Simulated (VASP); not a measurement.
A run of VASP 6.6.1 is set up as follows.

The input INCAR:

```
SYSTEM = Te
PREC = Accurate ; ENCUT = 520
EDIFF = 1E-6 ; ISMEAR = -1
SIGMA = 0.08 ; LREAL = .False.
LASPH = .True. ; NELM = 80
ALGO = Normal ; ISIF = 2
LWAVE = .False. ; LCHARG = .False.
GGA = PE ; NBANDS = 13
```

Contents of KPOINTS:

```
Automatic mesh
0
Gamma
  15 15 8
  0 0 0
```

The input POSCAR:

```
Te
1.0
    2.9518679318      0.0000000000      0.0000000000
   -1.4759339659      2.5563926175      0.0000000000
    0.0000000000      0.0000000000      4.5718686712
Te
2
Direct
    0.3333333333      0.6666666667      0.2500000000
    0.6666666667      0.3333333333      0.7500000000
```

Potentials or basis: VASP PAW PBE potentials, release 64 (Te).

Run with:

```sh
$ cat potpaw_PBE.64/Te/POTCAR > POTCAR
$ mpirun -np 1 vasp_std > vasp.out
```

Q: What does it give for the pressure?

A: 87.3 GPa.

Q: Estimate the band gap on the k mesh.

A: Zero (bands 6 and 7 overlap by 8.82 eV).

Stress tensor (GPa, compression positive):
```
87.26  0.00  0.00
 0.00 87.26  0.00
 0.00  0.00 87.44
```

Caveat: the cell stands under pressure; spin-orbit coupling is left out, which moves the levels of the heavy elements.
